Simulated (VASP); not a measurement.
# AlNi (P4/mmm) in VASP: a series of runs

The runs below take AlNi through single point, with PBEsol.

Everything below comes from runs of VASP 6.6.1. Logs are shortened: lines on timing, memory, paths and dates and some standing lists are left out, and cuts for length are marked.

## 1. The cell of the first run

Symmetry: P4/mmm, No. 123, tetragonal system. Conventional cell: a = 2.844 Å, b = 2.844 Å, c = 2.869 Å, α = 90.00°, β = 90.00°, γ = 90.00°. Within 3.3 Å of Al (site symmetry 4/mmm) lie 8 Ni at 2.47 Å and 6 Al at 2.84 to 2.87 Å. Within 3.3 Å of Ni (site symmetry 4/mmm) lie 8 Al at 2.47 Å and 6 Ni at 2.84 to 2.87 Å.

## 2. Single point, PBEsol (strain -0.0050 x Voigt [1, 1, 0, 0, 0, 0])

The input, INCAR:

```
SYSTEM = AlNi
PREC = Accurate
ENCUT = 520
EDIFF = 1E-6
ISMEAR = 0
SIGMA = 0.15
LREAL = .FALSE.
LASPH = .TRUE.
NELM = 60
ALGO = Fast
ISIF = 2
LWAVE = .FALSE.
LCHARG = .FALSE.
GGA = PS
NBANDS = 14
```

The input, KPOINTS:

```
Automatic mesh
0
G
  20 20 20
  0 0 0
```

The input, POSCAR:

```
AlNi
1.0
    2.0112214468     -2.0112430395      0.0000000000
    2.0112214468      2.0112430395      0.0000000000
    0.0000000000      0.0000000000      2.8694088111
Al Ni
1 1
Direct
    0.0000000000      0.0000000000      0.0000000000
    0.5000000000      0.5000000000      0.5000000000
```

Potentials or basis: VASP PAW PBE potentials, release 64 (Al, Ni).

On the command line:

```
$ cat potpaw_PBE.64/Al/POTCAR potpaw_PBE.64/Ni/POTCAR > POTCAR
$ mpirun -np 1 vasp_std > vasp.out
```

OUTCAR:

```text
SYSTEM = AlNi
   PREC = Accurate
   ENCUT = 520
   EDIFF = 1E-6
   ISMEAR = 0
   LREAL = .FALSE.
   LASPH = .TRUE.
   NELM = 60
   ISIF = 2
   GGA = PS

 ion  position               nearest neighbor table
   1  0.000  0.000  0.000-   2 2.47   2 2.47   2 2.47   2 2.47   2 2.47   2 2.47   2 2.47   2 2.47

   2  0.500  0.500  0.500-   1 2.47   1 2.47   1 2.47   1 2.47   1 2.47   1 2.47   1 2.47   1 2.47

  LATTYP: Found a base centered orthorhombic cell.
 ALAT       =     4.0224428936
 B/A-ratio  =     1.0000107361
 C/A-ratio  =     0.7133497944

  Lattice vectors:

 A1 = (   2.0112214468,  -2.0112430395,   0.0000000000)
 A2 = (   2.0112214468,   2.0112430395,   0.0000000000)
 A3 = (   0.0000000000,   0.0000000000,   2.8694088111)

Analysis of symmetry for initial positions (statically):
=====================================================================
 Subroutine PRICEL returns:
 Original cell was already a primitive cell.

 Routine SETGRP: Setting up the symmetry group for a
 base centered orthorhombic supercell.

 Subroutine GETGRP returns: Found  8 space group operations
 (whereof  8 operations were pure point group operations)
 out of a pool of  8 trial point group operations.

The static configuration has the point symmetry D_2h.

Analysis of symmetry for dynamics (positions and initial velocities):
=====================================================================
 Subroutine PRICEL returns:
 Original cell was already a primitive cell.

 Routine SETGRP: Setting up the symmetry group for a
 base centered orthorhombic supercell.

 Subroutine GETGRP returns: Found  8 space group operations
 (whereof  8 operations were pure point group operations)
 out of a pool of  8 trial point group operations.

The dynamic configuration has the point symmetry D_2h.

 Subroutine INISYM returns: Found  8 space group operations
 (whereof  8 operations are pure point group operations),
 and found     1 'primitive' translations

----------------------------------------------------------------------------------------

                                     Primitive cell

  volume of cell :      23.2138

  direct lattice vectors                    reciprocal lattice vectors
     2.011221447 -2.011243040  0.000000000     0.248605145 -0.248602476  0.000000000
     2.011221447  2.011243040  0.000000000     0.248605145  0.248602476  0.000000000
     0.000000000  0.000000000  2.869408811     0.000000000  0.000000000  0.348503844

  length of vectors
     2.844311915  2.844311915  2.869408811     0.351578881  0.351578881  0.348503844

  position of ions in fractional coordinates (direct lattice)
     0.000000000  0.000000000  0.000000000
     0.500000000  0.500000000  0.500000000

  ion indices of the primitive-cell ions
   primitive index   ion index
                 1           1
                 2           2

----------------------------------------------------------------------------------------

 KPOINTS: Automatic mesh

Automatic generation of k-mesh.
 Grid dimensions read from file:
 generate k-points for:   20   20   20

 Generating k-lattice:

  Cartesian coordinates                     Fractional coordinates (reciprocal lattice)
     0.012430257 -0.012430124  0.000000000     0.050000000  0.000000000  0.000000000
     0.012430257  0.012430124  0.000000000     0.000000000  0.050000000  0.000000000
     0.000000000  0.000000000  0.017425192     0.000000000  0.000000000  0.050000000

  Length of vectors
     0.017578944  0.017578944  0.017425192

  Shift w.r.t. Gamma in fractional coordinates (k-lattice)
     0.000000000  0.000000000  0.000000000

 Subroutine IBZKPT returns following result:
 ===========================================

 Found   1221 irreducible k-points:

 Following reciprocal coordinates:
            Coordinates               Weight
  0.000000  0.000000  0.000000      1.000000
  0.050000  0.000000  0.000000      4.000000
  0.100000  0.000000  0.000000      4.000000
  0.150000  0.000000  0.000000      4.000000
  0.200000  0.000000  0.000000      4.000000
  0.250000  0.000000  0.000000      4.000000
[... 16 lines left out ...]
 -0.400000  0.050000  0.000000      4.000000
 -0.350000  0.050000  0.000000      4.000000
 [... further k-points ...]
   k-points           NKPTS =   1221   k-points in BZ     NKDIM =   1221   number of bands    NBANDS=     14
   number of dos      NEDOS =    301   number of ions     NIONS =      2
   total plane-waves  NPLWV =  13824
   dimension x,y,z NGX =    24 NGY =   24 NGZ =   24
   dimension x,y,z NGXF=    48 NGYF=   48 NGZF=   48
   ions per type =               1   1
   NGX,Y,Z   is equivalent  to a cutoff of  14.03, 14.03, 13.90 a.u.
   NGXF,Y,Z  is equivalent  to a cutoff of  28.06, 28.06, 27.81 a.u.
 SYSTEM =  AlNi
   PREC   = accura    normal or accurate (medium, high low for compatibility)
   ISTART =      0    job   : 0-new  1-cont  2-samecut
   ICHARG =      2    charge: 1-file 2-atom 10-const
   ISPIN  =      1    spin polarized calculation?
   LNONCOLLINEAR =      F non collinear calculations
   LSORBIT =      F    spin-orbit coupling
   LASPH  =      T    aspherical Exc in radial PAW
   ENCUT  =  520.0 eV  38.22 Ry    6.18 a.u.   5.29  5.29  5.34*2*pi/ulx,y,z
   NELM   =     60;   NELMIN=  2; NELMDL= -5     # of ELM steps
   EDIFF  = 0.1E-05   stopping-criterion for ELM
   LREAL  =      F    real-space projection
   EDIFFG = 0.1E-04   stopping-criterion for IOM
   NSW    =      0    number of steps for IOM
   IBRION =     -1    ionic relax: 0-MD 1-quasi-New 2-CG
   NFREE  =      0    steps in history (QN), initial steepest desc. (CG)
   ISIF   =      2    stress and relaxation
   ISYM   =      2    0-nonsym 1-usesym 2-fastsym
   POTIM  = 0.5000    time-step for ionic-motion
   TEBEG  =    0.0;   TEEND  =   0.0 temperature during run
   PSTRESS=    0.0 pullay stress
   NELECT =      13.0000    total number of electrons
   NUPDOWN=      -1.0000    fix difference up-down
   EMIN   =  10.00;   EMAX   =-10.00  energy-range for DOS
   EFERMI =   0.00;   METHOD = LEGACY
   ISMEAR =     0;   SIGMA  =   0.15  broadening in eV -4-tet -1-fermi 0-gaus
   EFERMI_NEDOS =   21; number of points for ismear=-14 and -15
   IALGO  =     68    algorithm
   IMIX   =      4    mixing-type and parameters
     AMIX     =   0.40;   BMIX     =  1.00
     AMIX_MAG =   1.60;   BMIX_MAG =  1.00
  volume/ion in A,a.u.               =      11.61        78.33
  Fermi-wavevector in a.u.,A,eV,Ry     =   1.349399  2.549994 24.774538  1.820877
  Thomas-Fermi vector in A             =   2.476989
   LORBIT       =      0    0 simple, 1 ext, 2 COOP (PROOUT), +10 PAW based schemes
   GGA     = PS    functional components
   LHFCALC =     F    Hartree Fock is set to
   AEXX    =    0.0000 exact exchange contribution
   IVDW    =     0    specifies the selected vdW correction
   LEPSILON=     F    determine dielectric tensor
   LRPA    =     F    only Hartree local field effects (RPA)
 non-spin polarized calculation
 RMM-DIIS sequential band-by-band and
 Gauss-broadening in eV      SIGMA  =   0.15
  energy-cutoff  :      520.00
  volume of cell :       23.21
 maximum number of plane-waves:       644
 NGX is ok and might be reduce to    24
   NGX = 11   NGY = 11   NGZ = 11

 number of electron      13.0000006 magnetization

 Free energy of the ion-electron system (eV)
  ---------------------------------------------------
  ext. energy  EPLUGINS =         0.00000000
  ---------------------------------------------------
  free energy    TOTEN  =       -11.58872312 eV

  energy without entropy =      -11.57900276  energy(sigma->0) =      -11.58386294

 E-fermi :  10.2904     XC(G=0): -12.3108

 val. band max:       10.2896077850   @ k =  -0.4000   0.2000   0.2500
 cond. band min:      10.2913648690   @ k =   0.4000   0.2500   0.2000
 fundamental gap:      0.0017570840
 Fermi energy:        10.2904026821

 k-point     1 :       0.0000    0.0000    0.0000
  band No.  band energies     occupation
      1      -1.0568      2.00000
      2       6.9073      2.00000
      3       6.9146      2.00000
      4       8.6809      2.00000
      5       8.6809      2.00000
      6       8.7063      2.00000
      7      15.7037      0.00000
      8      16.0238      0.00000
      9      16.0238      0.00000
     10      18.4961      0.00000
     11      18.5712      0.00000
     12      24.5635      0.00000
     13      31.4724      0.00000
     14      31.5324      0.00000

 k-point     2 :       0.0500    0.0000    0.0000
  band No.  band energies     occupation
      1      -1.0095      2.00000
      2       6.9099      2.00000
      3       6.9215      2.00000
      4       8.6588      2.00000
      5       8.6832      2.00000
      6       8.6852      2.00000
      7      15.4511      0.00000
      8      15.7671      0.00000
      9      16.0862      0.00000
     10      18.5143      0.00000
     11      19.0787      0.00000
     12      24.7289      0.00000
     13      30.8574      0.00000
     14      31.0991      0.00000

 k-point     3 :       0.1000    0.0000    0.0000
  band No.  band energies     occupation
      1      -0.8678      2.00000
      2       6.8990      2.00000
      3       6.9546      2.00000
      4       8.5960      2.00000
      5       8.6251      2.00000
      6       8.6899      2.00000
      7      14.3591      0.00000
      8      15.9541      0.00000
      9      16.2703      0.00000
     10      18.5214      0.00000
     11      20.0076      0.00000
     12      25.2436      0.00000
     13      29.6804      0.00000
     14      29.9228      0.00000

 k-point     4 :       0.1500    0.0000    0.0000
  band No.  band energies     occupation
      1      -0.6328      2.00000
      2       6.8599      2.00000
      3       7.0078      2.00000
      4       8.5018      2.00000
      5       8.5348      2.00000
      6       8.7004      2.00000
      7      13.2046      0.00000
      8      16.2557      0.00000
      9      16.5678      0.00000
     10      18.5313      0.00000
     11      20.8735      0.00000
     12      26.1308      0.00000
     13      28.4229      0.00000
     14      28.6755      0.00000

 k-point     5 :       0.2000    0.0000    0.0000
  band No.  band energies     occupation
      1      -0.3063      2.00000
      2       6.7594      2.00000
      3       7.0760      2.00000
      4       8.3887      2.00000
      5       8.4260      2.00000
      6       8.7137      2.00000
      7      12.1268      0.00000
      8      16.6603      0.00000
      9      16.9677      0.00000
     10      18.5445      0.00000
     11      21.5905      0.00000
[... 276 lines left out ...]
 k-point    22 :      -0.4500    0.0500    0.0000
  band No.  band energies     occupation
      1       2.6008      2.00000
      2       4.1536      2.00000
      3       7.4115      2.00000
      4       7.9422      2.00000
      5       7.9776      2.00000
      6       8.7556      2.00000
      7       9.6870      2.00000
      8      18.3166      0.00000
      9      19.8476      0.00000
     10      19.8663      0.00000
     11      21.8949      0.00000
     12      21.9462      0.00000
     13      24.8579      0.00000
     14      26.1342      0.00000

 k-point    23 :      -0.4000    0.0500    0.0000
  band No.  band energies     occupation
      1       1.8857      2.00000
      2       4.9271      2.00000
      3       7.3711      2.00000
      4       7.9888      2.00000
      5       8.0216      2.00000
      6       8.7486      2.00000
      7       9.8123      1.99999
      8      18.0679      0.00000
      9      19.1286      0.00000
     10      19.5334      0.00000
     11      22.6763      0.00000
     12      22.7964      0.00000
     13      24.2481      0.00000
     14      26.5657      0.00000

 k-point    24 :      -0.3500    0.0500    0.0000
  band No.  band energies     occupation
      1       1.2334      2.00000
      2       5.6287      2.00000
      3       7.3101      2.00000
      4       8.0632      2.00000
      5       8.0903      2.00000
      6       8.7377      2.00000
      7      10.0747      1.95800
      8      17.6737      0.00000
      9      18.4306      0.00000
     10      19.2953      0.00000
     11      23.5094      0.00000
     12      23.7109      0.00000
     13      23.8009      0.00000
     14      27.1284      0.00000

 [... further k-points ...]

------------------------ aborting loop because EDIFF is reached ----------------------------------------

  FORCE on cell =-STRESS in cart. coord.  units (eV):
  Direction    XX          YY          ZZ          XY          YZ          ZX
  --------------------------------------------------------------------------------------
  -------------------------------------------------------------------------------------
  Total        0.2885421      0.2881473      0.1860821      0.0000000      0.0000000      0.0000000
  in kB       19.9146582     19.8874087     12.8430551      0.0000000      0.0000000      0.0000000
  external PRESSURE =      17.5483740 kB  Pullay stress =       0.0000000 kB

 VOLUME and BASIS-vectors are now :
 -----------------------------------------------------------------------------
  energy-cutoff  :      520.00
  volume of cell :       23.21
      direct lattice vectors                 reciprocal lattice vectors
     2.011221447 -2.011243040  0.000000000     0.248605145 -0.248602476  0.000000000
     2.011221447  2.011243040  0.000000000     0.248605145  0.248602476  0.000000000
     0.000000000  0.000000000  2.869408811     0.000000000  0.000000000  0.348503844

 POSITION                                       TOTAL-FORCE (eV/Angst)
 -----------------------------------------------------------------------------------
      0.00000      0.00000      0.00000         0.000000      0.000000      0.000000
      2.01122      0.00000      1.43470         0.000000      0.000000      0.000000
 -----------------------------------------------------------------------------------
    total drift:                                0.000000     -0.000000     -0.000000

  FREE ENERGIE OF THE ION-ELECTRON SYSTEM (eV)
  ---------------------------------------------------
  free  energy   TOTEN  =       -11.5887231166 eV

  energy  without entropy=      -11.5790027585  energy(sigma->0) =      -11.58386294
```

Wall time 9.6 min (1 thread of AMD EPYC 7R13, shared host); peak memory 0.46 GiB.

Results:

```yaml
Free_energy: -11.5887 eV
Pressure: 1.8 GPa
```

Caveat: the cell differs from its parent crystal (strain -0.0050 x Voigt [1, 1, 0, 0, 0, 0]); the PAW data sets were made with another functional, which shifts forces and pressure a little. Spin polarisation is off, so any magnetic state and its effect on volume and gap are missing.

## 3. Single point, PBEsol (strain +0.0050 x Voigt [1, 1, 0, 0, 0, 0])

The input, INCAR:

```
  PREC = Accurate
  ENCUT = 520
  EDIFF = 1E-7
  ISMEAR = 0
  SIGMA = 0.15
  LREAL = F
  LASPH = T
  NELM = 60
  ALGO = Fast
  ISIF = 2
  LWAVE = F
  LCHARG = T
  GGA = PS
  LELF = T
  LVHAR = T
  NBANDS = 14
```

The input, KPOINTS:

```
regular mesh
0
Gamma
  20 20 20
```

The input, POSCAR:

```
AlNi
1.0
    2.0314347276     -2.0314565373      0.0000000000
    2.0314347276      2.0314565373      0.0000000000
    0.0000000000      0.0000000000      2.8694088111
Al Ni
1 1
Direct
    0.0000000000      0.0000000000      0.0000000000
    0.5000000000      0.5000000000      0.5000000000
```

Potentials or basis: VASP PAW PBE potentials, release 64 (Al, Ni).

On the command line:

```
$ cat potpaw_PBE.64/Al/POTCAR potpaw_PBE.64/Ni/POTCAR > POTCAR
$ mpirun -np 1 vasp_std > vasp.out
```

It took 10 min on 1 thread of AMD EPYC 7R13, shared host; peak memory 0.47 GiB.

It converged, with:

| Property | Result |
| --- | --- |
| Free energy | -11.5896 eV |
| Pressure | -1.5 GPa |

Stress tensor (GPa, compression positive):
```
-1.56  0.00  0.00
 0.00 -1.56  0.00
 0.00  0.00 -1.47
```

Levels at points of the mesh, in eV from the Fermi level:
```
           k point  band 5  band 6  band 7  band 8  band 9  band 10
(0.00, 0.00, 0.00)   -1.56   -1.56    5.53    5.53    5.57     8.17
(0.50, 0.00, 0.00)   -2.27   -1.47   -0.65    8.31   10.03    10.07
(0.50, 0.50, 0.00)   -2.10   -2.10   -1.03    1.47    2.54    12.42
(0.00, 0.00, 0.50)   -2.28   -1.47   -0.64    8.31   10.03    10.03
(0.50, 0.00, 0.50)   -2.10   -2.10   -1.02    1.48    2.55    12.39
(0.50, 0.50, 0.50)   -0.99    1.97    1.97    1.98    3.82     4.51
```

Caveat: the cell differs from its parent crystal (strain +0.0050 x Voigt [1, 1, 0, 0, 0, 0]); the PAW data sets were made with another functional, which shifts forces and pressure a little. Spin polarisation is off, so any magnetic state and its effect on volume and gap are missing.
